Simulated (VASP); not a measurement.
Rb, 1 atom in the cell. The structure is cubic, space group Im-3m (No. 229). The conventional cell has a = 5.605 Å, b = 5.605 Å, c = 5.605 Å, α = 90.00°, β = 90.00°, γ = 90.00°. 

* Program: VASP 6.6.1
* Task: relaxation of cell and atoms
* Functional: PBE
* Potentials or basis: VASP PAW PBE potentials, release 64 (Rb_sv)
* Cutoff: 500 eV
* k mesh: 12 × 12 × 12
* Occupations: methfessel-paxton, width 0.05 eV
* Spin: no spin polarisation
* Dipole correction: no
* Further INCAR settings: ALGO = Normal; EDIFF = 1e-07; IBRION = 2; EDIFFG = -0.03; NSW = 60; ISIF = 3

Potentials or basis: VASP PAW PBE potentials, release 64 (Rb_sv).

Command:

```bash
$ cat potpaw_PBE.64/Rb_sv/POTCAR > POTCAR
$ mpirun -np 1 vasp_std > vasp.out
```

Hardware: 1 thread of Oxide Virtual Turin-like Processor, with other jobs on the host.

Task: How long does it take, and how much memory?

Result: Run time: 120 s on 1 thread of Oxide Virtual Turin-like Processor, with other jobs on the host, peak memory 0.19 GiB. Counts: scf iterations 27, k points 72, ion steps 3.
